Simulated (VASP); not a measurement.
Runs of VASP 6.6.1 on Tl. The structure is that of space group Im-3m (No. 229), or close to it. The cells are those of the table. This isn't the form of Tl at room conditions, which is hcp.

| cell | gap on the mesh (eV) | pressure (GPa) |
| --- | --- | --- |
| a = 3.445 Å, angles 109.5°, 1 atom | none | -0.1 |
| a = 3.490 Å, angles 109.5°, 1 atom | none | (b) |
| a = 3.350 Å, angles 109.5°, 1 atom | none | (a) |
| a = 3.301 Å, angles 109.5°, 1 atom | none | 4.6 |
| a = 3.534 Å, angles 109.5°, 1 atom | none | -1.7 |
| a = 3.398 Å, angles 109.5°, 1 atom | none | 1.1 |
| a = 3.577 Å, angles 109.5°, 1 atom | none | -2.3 |

Alike in all rows: task single point; level PBE; potentials or basis VASP PAW PBE potentials, release 64 (Tl_d); no spin polarisation; k mesh 18 × 18 × 18; cutoff (eV) 520; smearing fermi-dirac 0.1 eV.

Q: Estimate the missing entries.

A: (a) 2.6; (b) -1.0.

Caveats: spin-orbit coupling is left out, which moves the levels of the heavy elements; the cell stands under pressure (at least some runs).

A k mesh can miss the band edges, and the runs leave out spin-orbit coupling on Tl.

A gap of «none» marks levels without a gap at the run's occupations.
